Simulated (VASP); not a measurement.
The system is Ca.

```
CELL_PARAMETERS angstrom
3.94538 0.00000 0.00000
-1.97269 3.41680 0.00000
0.00000 0.00000 6.44412
ATOMIC_POSITIONS crystal
Ca 0.33333 0.66667 0.75000
Ca 0.66667 0.33333 0.25000
```

This isn't the form of Ca at room conditions, which is fcc.

| Item | Value |
| --- | --- |
| Program | VASP 6.6.1 |
| Task | relaxation of cell and atoms |
| Functional | PBE |
| Potentials or basis | VASP PAW PBE potentials, release 64 (Ca_sv) |
| Cutoff | 600 eV |
| k mesh | 6 × 6 × 4 |
| Occupations | gaussian, width 0.05 eV |
| Spin | no spin polarisation |

At the start: pressure -0.4 GPa; volume 43.44 Å³/atom.

Where does the relaxation end?

Over 7 steps the energy falls by 2.8 meV/atom and the volume is 42.12 Å³/atom (-3.0 %); space group P6_3/mmc (No. 194, to 0.1 Å) before and after.

The path:
| step | energy change (eV) | largest force (eV/Å) | pressure (GPa) | volume (Å³) |
| --- | --- | --- | --- | --- |
| 1 | 0.0000 | 0.0000 | -0.39 | 86.87 |
| 2 | -0.0029 | 0.0000 | -0.15 | 85.56 |
| 3 | -0.0038 | 0.0000 | 0.11 | 84.30 |
| 4 | -0.0048 | 0.0000 | 0.10 | 84.28 |
| 5 | -0.0050 | 0.0000 | 0.09 | 84.21 |
| 6 | -0.0056 | 0.0000 | 0.10 | 84.26 |
| 7 | -0.0056 | 0.0000 | 0.08 | 84.25 |

Final structure:
```
Ca
1.0
     3.86401    0.00000    0.00000
    -1.93201    3.34633    0.00000
     0.00000    0.00000    6.51540
Ca
2
Cartesian
  0.0000 2.2309 4.8866
  1.9320 1.1154 1.6289
```
